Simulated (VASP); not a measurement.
# TiN (dq5) (Fm-3m) in VASP: further runs, part 2 of 2

VASP 6.6.1.

**4. Relaxation of cell and atoms, LDA**

INCAR reads:

```
SYSTEM = TiN
PREC     = Accurate       ! precision mode
ENCUT    = 600            ! plane-wave cutoff, eV
EDIFF    = 1E-6           ! SCF threshold, eV
ISMEAR   = -1             ! smearing method
SIGMA    = 0.15           ! smearing width, eV
LREAL    = .False.        ! projectors in reciprocal space
LASPH    = .True.         ! aspherical terms in the spheres
NELM     = 60             ! most SCF steps
ALGO     = Normal         ! electronic algorithm
ISIF     = 3              ! what is computed and relaxed
LWAVE    = .False.        ! write WAVECAR
LCHARG   = .False.        ! write CHGCAR
IBRION   = 2              ! ionic algorithm
NSW      = 80             ! ionic steps
EDIFFG   = -0.001         ! ionic threshold
```

KPOINTS reads:

```
Automatic mesh
0
Gamma
  14 14 14
  0 0 0
```

POSCAR reads:

```
TiN
1.0
    0.0000000000      2.0859620324      2.0859620324
    2.0859620324      0.0000000000      2.0859620324
    2.0859620324      2.0859620324      0.0000000000
Ti N
1 1
Direct
    0.0000000000      0.0000000000      0.0000000000
    0.5000000000      0.5000000000      0.5000000000
```

Potentials or basis: VASP PAW LDA potentials, release 64 (Ti_sv, N).

Launch:

```bash
cat potpaw_LDA.64/Ti_sv/POTCAR potpaw_LDA.64/N/POTCAR > POTCAR
mpirun -np 1 vasp_std > vasp.out
```

OUTCAR:

```text
SYSTEM = TiN
   PREC = Accurate
   ENCUT = 600
   EDIFF = 1E-6
   ISMEAR = -1
   LREAL = .False.
   LASPH = .True.
   NELM = 60
   ISIF = 3
   IBRION = 2
   NSW = 80
   EDIFFG = -0.001

 ion  position               nearest neighbor table
   1  0.000  0.000  0.000-   2 2.09   2 2.09   2 2.09   2 2.09   2 2.09   2 2.09
   2  0.500  0.500  0.500-   1 2.09   1 2.09   1 2.09   1 2.09   1 2.09   1 2.09

  LATTYP: Found a face centered cubic cell.
 ALAT       =     4.1719240648

  Lattice vectors:

 A1 = (   0.0000000000,   2.0859620324,   2.0859620324)
 A2 = (   2.0859620324,   0.0000000000,   2.0859620324)
 A3 = (   2.0859620324,   2.0859620324,   0.0000000000)

Analysis of symmetry for initial positions (statically):
=====================================================================
 Subroutine PRICEL returns:
 Original cell was already a primitive cell.

 Routine SETGRP: Setting up the symmetry group for a
 face centered cubic supercell.

 Subroutine GETGRP returns: Found 48 space group operations
 (whereof 48 operations were pure point group operations)
 out of a pool of 48 trial point group operations.

The static configuration has the point symmetry O_h .

Analysis of symmetry for dynamics (positions and initial velocities):
=====================================================================
 Subroutine PRICEL returns:
 Original cell was already a primitive cell.

 Routine SETGRP: Setting up the symmetry group for a
 face centered cubic supercell.

 Subroutine GETGRP returns: Found 48 space group operations
 (whereof 48 operations were pure point group operations)
 out of a pool of 48 trial point group operations.

The dynamic configuration has the point symmetry O_h .

 Subroutine INISYM returns: Found 48 space group operations
 (whereof 48 operations are pure point group operations),
 and found     1 'primitive' translations

----------------------------------------------------------------------------------------
[... 134 lines left out ...]

 Free energy of the ion-electron system (eV)
  ---------------------------------------------------
  ext. energy  EPLUGINS =         0.00000000
  ---------------------------------------------------
  free energy    TOTEN  =       -21.70070241 eV

  energy without entropy =      -21.64089082  energy(sigma->0) =      -21.67079661

------------------------ aborting loop because EDIFF is reached ----------------------------------------

  FORCE on cell =-STRESS in cart. coord.  units (eV):
  Direction    XX          YY          ZZ          XY          YZ          ZX
  --------------------------------------------------------------------------------------
  -------------------------------------------------------------------------------------
  Total        0.1436549      0.1436549      0.1436549     -0.0000000     -0.0000000      0.0000000
  in kB       12.6789099     12.6789099     12.6789099     -0.0000000     -0.0000000      0.0000000
  external PRESSURE =      12.6789099 kB  Pullay stress =       0.0000000 kB
[... 95 lines left out ...]
--------------------------------------- Ionic step        4  -------------------------------------------

 number of electron      16.9999996 magnetization

 Free energy of the ion-electron system (eV)
  ---------------------------------------------------
  ext. energy  EPLUGINS =         0.00000000
  ---------------------------------------------------
  free energy    TOTEN  =       -21.70100208 eV

  energy without entropy =      -21.64088316  energy(sigma->0) =      -21.67094262

 E-fermi :  11.7931     XC(G=0): -13.6239

 val. band max:       11.7856779541   @ k =   0.3571   0.1429   0.0714
 cond. band min:      11.7966014009   @ k =   0.2857   0.0714   0.0000
 fundamental gap:      0.0109234468
 Fermi energy:        11.7931349376

 k-point     1 :       0.0000    0.0000    0.0000
  band No.  band energies     occupation
      1     -45.2628      2.00000
      2     -21.5827      2.00000
      3     -21.5827      2.00000
      4     -21.5827      2.00000
      5      -5.2975      2.00000
      6       9.7556      2.00000
      7       9.7556      2.00000
      8       9.7556      2.00000
      9      11.1279      1.97656
     10      11.1279      1.97656
     11      11.1279      1.97656
     12      12.4122      0.03174
[... 331 lines left out ...]
 k-point    24 :       0.2857    0.1429    0.0000
  band No.  band energies     occupation
      1     -45.1881      2.00000
      2     -21.9732      2.00000
      3     -21.6718      2.00000
      4     -21.6586      2.00000
      5      -4.0507      2.00000
      6       5.7070      2.00000
      7       7.5134      2.00000
      8       7.9009      2.00000
      9      10.9149      1.99429
     10      12.9847      0.00071
     11      13.4149      0.00004
     12      14.3876      0.00000

 [... further k-points ...]

------------------------ aborting loop because EDIFF is reached ----------------------------------------

  FORCE on cell =-STRESS in cart. coord.  units (eV):
  Direction    XX          YY          ZZ          XY          YZ          ZX
  --------------------------------------------------------------------------------------
  -------------------------------------------------------------------------------------
  Total        0.0002381      0.0002381      0.0002381      0.0000000      0.0000000      0.0000000
  in kB        0.0209291      0.0209291      0.0209291      0.0000000      0.0000000      0.0000000
  external PRESSURE =       0.0209291 kB  Pullay stress =       0.0000000 kB
[... 17 lines left out ...]
  FREE ENERGIE OF THE ION-ELECTRON SYSTEM (eV)
  ---------------------------------------------------
  free  energy   TOTEN  =       -21.7010020797 eV

  energy  without entropy=      -21.6408831603  energy(sigma->0) =      -21.67094262

 reached required accuracy - stopping structural energy minimisation
```

CONTCAR:

```text
TiN
   1.00000000000000
    -0.0000000000000000    2.0886917953574859    2.0886917953574859
     2.0886917953574859   -0.0000000000000000    2.0886917953574859
     2.0886917953574859    2.0886917953574859   -0.0000000000000000
  Ti              N
     1     1
Direct
     0.0000000000000000    0.0000000000000000    0.0000000000000000
     0.5000000000000000    0.5000000000000000    0.5000000000000000

  0.00000000E+00  0.00000000E+00  0.00000000E+00
  0.00000000E+00  0.00000000E+00  0.00000000E+00
```

Wall time 59 s (1 thread of Intel Xeon Platinum 8488C (Sapphire Rapids), shared host); peak memory 0.16 GiB.

What came out:

| Quantity | Value |
| --- | --- |
| Free energy | -21.7010 eV |
| Relaxed volume | 9.11 Å³/atom |
| Relaxed cell | a = 2.954 Å, b = 2.954 Å, c = 2.954 Å, α = 60.00°, β = 60.00°, γ = 60.00° |
| Space group after relaxing (to 0.05 Å) | Fm-3m (No. 225) |
| Energy gained by relaxing | 0.1 meV/atom |
| Ionic steps | 4 |
| Pressure after relaxing | 0.0 GPa |

Step by step:
```tsv
step	energy change (eV)	largest force (eV/Å)	pressure (GPa)	volume (Å³)
1	0.0000	0.0000	1.27	18.15
2	0.0004	0.0000	-1.88	18.34
3	-0.0003	0.0000	-0.03	18.23
4	-0.0003	0.0000	0.00	18.22
```

Final structure:
```xyz
2
Lattice="0.0000 2.0887 2.0887 2.0887 0.0000 2.0887 2.0887 2.0887 0.0000" Properties=species:S:1:pos:R:3 pbc="T T T"
Ti    0.0000    0.0000    0.0000
N     2.0887    2.0887    2.0887
```

**5. The runs side by side**

| task | cell | cutoff (eV) | smearing | gap on the mesh (eV) | pressure (GPa) | relaxed volume (Å³/atom) |
| --- | --- | --- | --- | --- | --- | --- |
| single point | a = 2.951 Å, angles 60.0°, 2 atoms | 520 | fermi-dirac 0.15 eV | none | 1.0 | - |
| relaxation of cell and atoms | relaxed from a = 2.950 Å, angles 60.0°, 2 atoms | 600 | gaussian 0.1 eV | none | 0.0 | 9.10 |
| relaxation of cell and atoms | relaxed from a = 2.950 Å, angles 60.0°, 2 atoms | 600 | fermi-dirac 0.15 eV | none | 0.0 | 9.11 |

Alike in all rows: level LDA; potentials or basis VASP PAW LDA potentials, release 64 (Ti_sv, N); no spin polarisation; k mesh 14 × 14 × 14.

Total energies depend on the potentials used, so only differences within one code and one set of settings carry meaning.
